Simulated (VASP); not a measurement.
# NbAs (I4_1md) in VASP: notebook

Runs on NbAs. Level: PBEsol. Tasks: single point.

Program: VASP 6.6.1. These are calculated values, not measurements. Logs are shortened: lines on timing, memory, paths and dates and some standing lists are left out, and cuts for length are marked.

## (1) The cell of the first run

The structure is tetragonal, space group I4_1md (No. 109). Conventional cell: a = 3.415 Å, b = 3.415 Å, c = 11.449 Å, α = 90.00°, β = 90.00°, γ = 90.00°. Within 3.5 Å of Nb (site symmetry 2mm) lie 6 As at 2.58 to 2.59 Å and 8 Nb at 3.33 to 3.41 Å. As (site symmetry 2mm) has 6 Nb at 2.58 to 2.59 Å and 8 As at 3.33 to 3.41 Å within 3.5 Å.

## (2) Single point, PBEsol

INCAR reads:

```
ALGO = Normal
EDIFF = 1E-7
ENCUT = 520
GGA = PS
ISIF = 2
ISMEAR = -1
LASPH = T
LCHARG = F
LREAL = F
LWAVE = F
NBANDS = 26
NELM = 80
PREC = Accurate
SIGMA = 0.05
```

KPOINTS reads:

```
k-points
0
Gamma
  11 11 11
```

POSCAR reads:

```
NbAs
1.0
   -1.7074337258      1.7074337258      5.7246512090
    1.7074337258     -1.7074337258      5.7246512090
    1.7074337258      1.7074337258     -5.7246512090
Nb As
2 2
Direct
    0.4985245324     -0.0014754676      0.5000000000
    0.7485245324      0.7485245324      0.0000000000
    0.9174754676      0.4174754676      0.5000000000
    0.1674754676      0.1674754676      0.0000000000
```

Potentials or basis: VASP PAW PBE potentials, release 64 (Nb_sv, As).

Started as:

```
> cat potpaw_PBE.64/Nb_sv/POTCAR potpaw_PBE.64/As/POTCAR > POTCAR
> mpirun -np 1 vasp_std > vasp.out
```

OUTCAR:

```text
EDIFF = 1E-7
   ENCUT = 520
   GGA = PS
   ISIF = 2
   ISMEAR = -1
   LASPH = T
   LREAL = F
   NELM = 80
   PREC = Accurate

 ion  position               nearest neighbor table
   1  0.499  0.999  0.500-   4 2.58   4 2.58   3 2.59   3 2.59   3 2.59   3 2.59
   2  0.749  0.749  0.000-   3 2.58   3 2.58   4 2.59   4 2.59   4 2.59   4 2.59
   3  0.917  0.417  0.500-   2 2.58   2 2.58   1 2.59   1 2.59   1 2.59   1 2.59
   4  0.167  0.167  0.000-   1 2.58   1 2.58   2 2.59   2 2.59   2 2.59   2 2.59

  LATTYP: Found a body centered tetragonal cell.
 ALAT       =     3.4148674516
 C/A-ratio  =     3.3527809147

  Lattice vectors:

 A1 = (  -1.7074337258,   1.7074337258,   5.7246512090)
 A2 = (   1.7074337258,  -1.7074337258,   5.7246512090)
 A3 = (   1.7074337258,   1.7074337258,  -5.7246512090)

Analysis of symmetry for initial positions (statically):
=====================================================================
 Subroutine PRICEL returns:
 Original cell was already a primitive cell.

 Routine SETGRP: Setting up the symmetry group for a
 body centered tetragonal supercell.

 Subroutine GETGRP returns: Found  8 space group operations
 (whereof  4 operations were pure point group operations)
 out of a pool of 16 trial point group operations.

The static configuration has the point symmetry C_2v.
 The point group associated with its full space group is C_4v.

Analysis of symmetry for dynamics (positions and initial velocities):
=====================================================================
 Subroutine PRICEL returns:
 Original cell was already a primitive cell.

 Routine SETGRP: Setting up the symmetry group for a
 body centered tetragonal supercell.

 Subroutine GETGRP returns: Found  8 space group operations
 (whereof  4 operations were pure point group operations)
 out of a pool of 16 trial point group operations.

The dynamic configuration has the point symmetry C_2v.
 The point group associated with its full space group is C_4v.

 Subroutine INISYM returns: Found  8 space group operations
 (whereof  4 operations are pure point group operations),
 and found     1 'primitive' translations

----------------------------------------------------------------------------------------

                                     Primitive cell
[... 86 lines left out ...]
   PREC   = accura    normal or accurate (medium, high low for compatibility)
   ISTART =      0    job   : 0-new  1-cont  2-samecut
   ICHARG =      2    charge: 1-file 2-atom 10-const
   ISPIN  =      1    spin polarized calculation?
   LNONCOLLINEAR =      F non collinear calculations
   LSORBIT =      F    spin-orbit coupling
   LASPH  =      T    aspherical Exc in radial PAW
   ENCUT  =  520.0 eV  38.22 Ry    6.18 a.u.  11.55 11.55 11.55*2*pi/ulx,y,z
   NELM   =     80;   NELMIN=  2; NELMDL= -5     # of ELM steps
   EDIFF  = 0.1E-06   stopping-criterion for ELM
   LREAL  =      F    real-space projection
   EDIFFG = 0.1E-05   stopping-criterion for IOM
   NSW    =      0    number of steps for IOM
   IBRION =     -1    ionic relax: 0-MD 1-quasi-New 2-CG
   NFREE  =      0    steps in history (QN), initial steepest desc. (CG)
   ISIF   =      2    stress and relaxation
   ISYM   =      2    0-nonsym 1-usesym 2-fastsym
   POTIM  = 0.5000    time-step for ionic-motion
   TEBEG  =    0.0;   TEEND  =   0.0 temperature during run
   PSTRESS=    0.0 pullay stress
   NELECT =      36.0000    total number of electrons
   NUPDOWN=      -1.0000    fix difference up-down
   EMIN   =  10.00;   EMAX   =-10.00  energy-range for DOS
   EFERMI =   0.00;   METHOD = LEGACY
   ISMEAR =    -1;   SIGMA  =   0.05  broadening in eV -4-tet -1-fermi 0-gaus
   EFERMI_NEDOS =   21; number of points for ismear=-14 and -15
   IALGO  =     38    algorithm
   IMIX   =      4    mixing-type and parameters
     AMIX     =   0.40;   BMIX     =  1.00
     AMIX_MAG =   1.60;   BMIX_MAG =  1.00
  volume/ion in A,a.u.               =      16.69       112.62
  Fermi-wavevector in a.u.,A,eV,Ry     =   1.332529  2.518115 24.158970  1.775634
  Thomas-Fermi vector in A             =   2.461457
   LORBIT       =      0    0 simple, 1 ext, 2 COOP (PROOUT), +10 PAW based schemes
   GGA     = PS    functional components
   LHFCALC =     F    Hartree Fock is set to
   AEXX    =    0.0000 exact exchange contribution
   IVDW    =     0    specifies the selected vdW correction
   LEPSILON=     F    determine dielectric tensor
   LRPA    =     F    only Hartree local field effects (RPA)
 non-spin polarized calculation
  energy-cutoff  :      520.00
  volume of cell :       66.76
 maximum number of plane-waves:      1817
 NGX is ok and might be reduce to    48
   NGX = 23   NGY = 23   NGZ = 23

 number of electron      36.0000000 magnetization

 Free energy of the ion-electron system (eV)
  ---------------------------------------------------
  ext. energy  EPLUGINS =         0.00000000
  ---------------------------------------------------
  free energy    TOTEN  =       -35.09330122 eV

  energy without entropy =      -35.08753992  energy(sigma->0) =      -35.09042057

 E-fermi :  10.0384     XC(G=0): -12.1674

 val. band max:       10.0137329084   @ k =   0.4545  -0.0000   0.0000
 cond. band min:      10.0649922369   @ k =  -0.1818   0.2727   0.1818
 fundamental gap:      0.0512593284
 Fermi energy:        10.0383824228

 k-point     1 :       0.0000    0.0000    0.0000
  band No.  band energies     occupation
      1     -44.8811      2.00000
      2     -44.8442      2.00000
      3     -21.1774      2.00000
      4     -21.0378      2.00000
      5     -21.0378      2.00000
      6     -20.8720      2.00000
[... 685 lines left out ...]
     25      14.0438      0.00000
     26      15.5418      0.00000

 [... further k-points ...]
[... 5 lines left out ...]
  --------------------------------------------------------------------------------------
  -------------------------------------------------------------------------------------
  Total        2.1810030      2.1810030      2.1422456      0.0000000      0.0000000      0.0000000
  in kB       52.3443864     52.3443864     51.4142038      0.0000000      0.0000000      0.0000000
  external PRESSURE =      52.0343255 kB  Pullay stress =       0.0000000 kB

 VOLUME and BASIS-vectors are now :
 -----------------------------------------------------------------------------
  energy-cutoff  :      520.00
  volume of cell :       66.76
      direct lattice vectors                 reciprocal lattice vectors
    -1.707433726  1.707433726  5.724651209     0.000000000  0.292837135  0.087341566
     1.707433726 -1.707433726  5.724651209     0.292837135  0.000000000  0.087341566
     1.707433726  1.707433726 -5.724651209     0.292837135  0.292837135  0.000000000

 POSITION                                       TOTAL-FORCE (eV/Angst)
 -----------------------------------------------------------------------------------
      1.70743      0.00000      5.70776         0.000000     -0.000000     -0.003529
      0.00000      0.00000      8.57008        -0.000000      0.000000     -0.003529
      0.00000      1.70743      4.77980        -0.000000      0.000000      0.003529
      0.00000      0.00000      1.91748         0.000000     -0.000000      0.003529
 -----------------------------------------------------------------------------------
    total drift:                               -0.000000     -0.000000     -0.000072

  FREE ENERGIE OF THE ION-ELECTRON SYSTEM (eV)
  ---------------------------------------------------
  free  energy   TOTEN  =       -35.0933012198 eV

  energy  without entropy=      -35.0875399151  energy(sigma->0) =      -35.09042057
```

OSZICAR:

```text
N       E                     dE             d eps       ncg     rms          rms(c)
DAV:   1     0.355420179145E+03    0.35542E+03   -0.18998E+04  6552   0.137E+03
DAV:   2    -0.698500790433E+01   -0.36241E+03   -0.35247E+03  7912   0.504E+02
DAV:   3    -0.351265174034E+02   -0.28142E+02   -0.27628E+02 11944   0.105E+02
DAV:   4    -0.369663909469E+02   -0.18399E+01   -0.18292E+01  9736   0.217E+01
DAV:   5    -0.370296648860E+02   -0.63274E-01   -0.63210E-01 11150   0.428E+00    0.119E+01
DAV:   6    -0.351253294345E+02    0.19043E+01   -0.61613E+00 10040   0.178E+01    0.351E+00
DAV:   7    -0.351062217583E+02    0.19108E-01   -0.43569E-01  9702   0.366E+00    0.208E+00
DAV:   8    -0.350930756817E+02    0.13146E-01   -0.64869E-02  9936   0.157E+00    0.387E-01
DAV:   9    -0.350932077046E+02   -0.13202E-03   -0.43257E-03 10222   0.451E-01    0.232E-01
DAV:  10    -0.350933178216E+02   -0.11012E-03   -0.11106E-03  8294   0.302E-01    0.332E-02
DAV:  11    -0.350933043087E+02    0.13513E-04   -0.64383E-05 10314   0.631E-02    0.156E-02
DAV:  12    -0.350933019580E+02    0.23507E-05   -0.34148E-06  9770   0.197E-02    0.445E-03
DAV:  13    -0.350933016102E+02    0.34788E-06   -0.99099E-08  6388   0.302E-03    0.230E-03
DAV:  14    -0.350933012246E+02    0.38559E-06   -0.11006E-07  4878   0.387E-03    0.305E-04
DAV:  15    -0.350933012198E+02    0.47812E-08   -0.30042E-08  4232   0.176E-03
   1 F= -.35093301E+02 E0= -.35090421E+02  d E =-.576130E-02
```

Wall time 3.4 min (1 thread of Intel Xeon 6975P-C (Granite Rapids), shared host); peak memory 0.45 GiB.

What came out:

| Item | Value |
| --- | --- |
| Free energy | -35.0933 eV |
| Pressure | 5.2 GPa |
| Largest force | 0.004 eV/Å |
| Band gap on the k mesh | 0.05 eV (least direct gap 0.07 eV) |

Forces in eV/Å, atoms in the order of the input:
```
Nb   0.000  0.000 -0.004
Nb   0.000  0.000 -0.004
As   0.000  0.000  0.004
As   0.000  0.000  0.004
```

Stress tensor (GPa, compression positive):
```
5.23 0.00 0.00
0.00 5.23 0.00
0.00 0.00 5.14
```

Caveat: the cell stands under pressure; the PAW data sets were made with another functional, which shifts forces and pressure a little; an odd mesh through Γ misses points on the zone boundary, where band edges can lie.

## (3) Single point, PBEsol

This run uses another cell than the first one, of 17.15 Å³/atom.

INCAR reads:

```
PREC     = Accurate       # precision mode
ENCUT    = 520            # plane-wave cutoff, eV
EDIFF    = 1E-6           # SCF threshold, eV
ISMEAR   = -1             # smearing method
SIGMA    = 0.05           # smearing width, eV
LREAL    = False          # projectors in reciprocal space
LASPH    = True           # aspherical terms in the spheres
NELM     = 100            # most SCF steps
ALGO     = Normal         # electronic algorithm
ISIF     = 2              # what is computed and relaxed
LWAVE    = False          # write WAVECAR
LCHARG   = True           # write CHGCAR
GGA      = PS             # functional
LELF     = True           # ELF
LVHAR    = True         
NBANDS   = 26             # bands
```

KPOINTS reads:

```
Automatic mesh
0
Gamma
  11 11 11
```

POSCAR reads:

```
NbAs
1.0
   -1.7198267305      1.7198267305      5.7967680940
    1.7198267305     -1.7198267305      5.7967680940
    1.7198267305      1.7198267305     -5.7967680940
Nb As
2 2
Direct
    0.4987591181     -0.0012408819      0.5000000000
    0.7487591181      0.7487591181      0.0000000000
    0.9172408819      0.4172408819      0.5000000000
    0.1672408819      0.1672408819      0.0000000000
```

Potentials or basis: VASP PAW PBE potentials, release 64 (Nb_sv, As).

Started as:

```
> cat potpaw_PBE.64/Nb_sv/POTCAR potpaw_PBE.64/As/POTCAR > POTCAR
> mpirun -np 1 vasp_std > vasp.out
```

OUTCAR:

```text
PREC = Accurate
   ENCUT = 520
   EDIFF = 1E-6
   ISMEAR = -1
   LREAL = False
   LASPH = True
   NELM = 100
   ISIF = 2
   GGA = PS

 ion  position               nearest neighbor table
   1  0.499  0.999  0.500-   4 2.60   4 2.60   3 2.61   3 2.61   3 2.61   3 2.61
   2  0.749  0.749  0.000-   3 2.60   3 2.60   4 2.61   4 2.61   4 2.61   4 2.61
   3  0.917  0.417  0.500-   2 2.60   2 2.60   1 2.61   1 2.61   1 2.61   1 2.61
   4  0.167  0.167  0.000-   1 2.60   1 2.60   2 2.61   2 2.61   2 2.61   2 2.61

  LATTYP: Found a body centered tetragonal cell.
 ALAT       =     3.4396534610
[... 890 lines left out ...]
 [... further k-points ...]
[... 5 lines left out ...]
  --------------------------------------------------------------------------------------
  -------------------------------------------------------------------------------------
  Total        0.0670145      0.0670145      0.0554003      0.0000000      0.0000000      0.0000000
  in kB        1.5655392      1.5655392      1.2942186      0.0000000      0.0000000      0.0000000
  external PRESSURE =       1.4750990 kB  Pullay stress =       0.0000000 kB

 VOLUME and BASIS-vectors are now :
 -----------------------------------------------------------------------------
  energy-cutoff  :      520.00
  volume of cell :       68.58
      direct lattice vectors                 reciprocal lattice vectors
    -1.719826730  1.719826730  5.796768094     0.000000000  0.290726962  0.086254960
     1.719826730 -1.719826730  5.796768094     0.290726962  0.000000000  0.086254960
     1.719826730  1.719826730 -5.796768094     0.290726962  0.290726962  0.000000000

 POSITION                                       TOTAL-FORCE (eV/Angst)
 -----------------------------------------------------------------------------------
      1.71983     -0.00000      5.78238         0.000000     -0.000000     -0.007613
      0.00000      0.00000      8.68077        -0.000000      0.000000     -0.007613
      0.00000      1.71983      4.83730         0.000000     -0.000000      0.007613
      0.00000      0.00000      1.93891        -0.000000      0.000000      0.007613
 -----------------------------------------------------------------------------------
    total drift:                                0.000000      0.000000     -0.000224

  FREE ENERGIE OF THE ION-ELECTRON SYSTEM (eV)
  ---------------------------------------------------
  free  energy   TOTEN  =       -35.1238175824 eV

  energy  without entropy=      -35.1179486569  energy(sigma->0) =      -35.12088312
```

OSZICAR:

```text
N       E                     dE             d eps       ncg     rms          rms(c)
DAV:   1     0.349660254656E+03    0.34966E+03   -0.18911E+04  6560   0.137E+03
DAV:   2    -0.776585719391E+01   -0.35743E+03   -0.34764E+03  7936   0.499E+02
DAV:   3    -0.351991251977E+02   -0.27433E+02   -0.26953E+02 11800   0.104E+02
DAV:   4    -0.371015039350E+02   -0.19024E+01   -0.18906E+01  9936   0.221E+01
DAV:   5    -0.371539793878E+02   -0.52475E-01   -0.52422E-01 11096   0.400E+00    0.115E+01
DAV:   6    -0.351559523685E+02    0.19980E+01   -0.66347E+00 10028   0.181E+01    0.328E+00
DAV:   7    -0.351378018481E+02    0.18151E-01   -0.44966E-01  9526   0.374E+00    0.199E+00
DAV:   8    -0.351236044751E+02    0.14197E-01   -0.66529E-02 10136   0.157E+00    0.385E-01
DAV:   9    -0.351237332368E+02   -0.12876E-03   -0.47760E-03 10328   0.462E-01    0.227E-01
DAV:  10    -0.351238338777E+02   -0.10064E-03   -0.11100E-03  8490   0.297E-01    0.327E-02
DAV:  11    -0.351238205936E+02    0.13284E-04   -0.65815E-05 10136   0.628E-02    0.146E-02
DAV:  12    -0.351238178732E+02    0.27203E-05   -0.38112E-06  8336   0.209E-02    0.447E-03
DAV:  13    -0.351238175824E+02    0.29080E-06   -0.20982E-07  4606   0.457E-03
   1 F= -.35123818E+02 E0= -.35120883E+02  d E =-.586893E-02
```

stdout:

```text
POSCAR found type information on POSCAR NbAs
 POSCAR found :  2 types and       4 ions
 scaLAPACK will be used
 -----------------------------------------------------------------------------
|                                                                             |
|                                                                             |
|     You enforced a specific xc type in the INCAR file but a different       |
|     I HOPE YOU KNOW WHAT YOU ARE DOING!                                     |
|                                                                             |
 -----------------------------------------------------------------------------

 LDA part: xc-table for (Slater+PW92), standard interpolation
 POSCAR, INCAR and KPOINTS ok, starting setup
 FFT: planning ... GRIDC
 FFT: planning ... GRID_SOFT
 FFT: planning ... GRID
 WAVECAR not read
 entering main loop
```

Wall time 3.4 min (1 thread of Intel Xeon 6975P-C (Granite Rapids), shared host); peak memory 0.45 GiB.

What came out:

```
Free energy            : -35.1238 eV
Pressure               : 0.1 GPa
Largest force          : 0.008 eV/Å
Band gap on the k mesh : 0.06 eV (least direct gap 0.09 eV)
```

Forces on the atoms (eV/Å):
```
Nb   0.000  0.000 -0.008
Nb   0.000  0.000 -0.008
As   0.000  0.000  0.008
As   0.000  0.000  0.008
```

Caveat: the PAW data sets were made with another functional, which shifts forces and pressure a little; an odd mesh through Γ misses points on the zone boundary, where band edges can lie.

## (4) Single point, PBEsol

This run uses another cell than the first one, of 17.39 Å³/atom.

INCAR reads:

```
SYSTEM = NbAs
  PREC = Accurate
  ENCUT = 520
  EDIFF = 1E-6
  ISMEAR = -1
  SIGMA = 0.03
  LREAL = .False.
  LASPH = .True.
  NELM = 60
  ALGO = Normal
  ISIF = 2
  LWAVE = .False.
  LCHARG = .False.
  GGA = PS
  NBANDS = 26
```

KPOINTS reads:

```
Automatic mesh
0
Gamma
  7 7 7
  0 0 0
```

POSCAR reads:

```
NbAs
1.0
   -1.7258500000      1.7258500000      5.8400000000
    1.7258500000     -1.7258500000      5.8400000000
    1.7258500000      1.7258500000     -5.8400000000
Nb As
2 2
Direct
    0.5000000000      0.0000000000      0.5000000000
    0.7500000000      0.7500000000      0.0000000000
    0.9160000000      0.4160000000      0.5000000000
    0.1660000000      0.1660000000      0.0000000000
```

Started as:

```
> cat potpaw_PBE.64/Nb_sv/POTCAR potpaw_PBE.64/As/POTCAR > POTCAR
> mpirun -np 1 vasp_std > vasp.out
```

Wall time 68 s (1 thread of Intel Xeon 6975P-C (Granite Rapids), shared host); peak memory 0.34 GiB.

The run converged. Its results:

```yaml
Free_energy: -35.0922 eV
Pressure: -2.1 GPa
Largest_force: 0.300 eV/Å
Band_gap_on_the_k_mesh: zero (filled and empty bands touch)
```

Forces on the atoms (eV/Å):
```
Nb   0.000  0.000 -0.300
Nb   0.000  0.000 -0.300
As   0.000  0.000  0.300
As   0.000  0.000  0.300
```

Stress tensor (GPa, compression positive):
```
-2.51  0.00  0.00
 0.00 -2.51  0.00
 0.00  0.00 -1.33
```

Levels at points of the mesh, in eV from the Fermi level:
```csv
k point,band 15,band 16,band 17,band 18,band 19,band 20,band 21,band 22
"(0.00, 0.00, 0.00)",-2.05,-1.69,-1.38,-1.38,0.72,1.30,2.41,3.02
```

Caveat: the PAW data sets were made with another functional, which shifts forces and pressure a little.

## (5) The runs side by side

| cell | k mesh | smearing | gap on the mesh (eV) | pressure (GPa) | largest force (eV/Å) |
| --- | --- | --- | --- | --- | --- |
| a = 6.213 Å, angles 148.1, 148.1, 45.7°, 4 atoms, atomic positions A | 11 × 11 × 11 | fermi-dirac 0.05 eV | 0.05 | 5.2 | - |
| a = 6.286 Å, angles 148.2, 148.2, 45.5°, 4 atoms, atomic positions A | 11 × 11 × 11 | fermi-dirac 0.05 eV | 0.06 | 0.1 | 0.01 |
| a = 6.330 Å, angles 148.4, 148.4, 45.4°, 4 atoms, atomic positions B | 7 × 7 × 7 | fermi-dirac 0.03 eV | none | -2.1 | 0.30 |

Alike in all rows: task single point; level PBEsol; potentials or basis VASP PAW PBE potentials, release 64 (Nb_sv, As); no spin polarisation; cutoff (eV) 520.

Caveats: the PAW data sets were made with another functional, which shifts forces and pressure a little; an odd mesh through Γ misses points on the zone boundary, where band edges can lie (at least some runs); the cell stands under pressure (at least some runs).

Absolute energies hang on the potentials; compare differences alone.
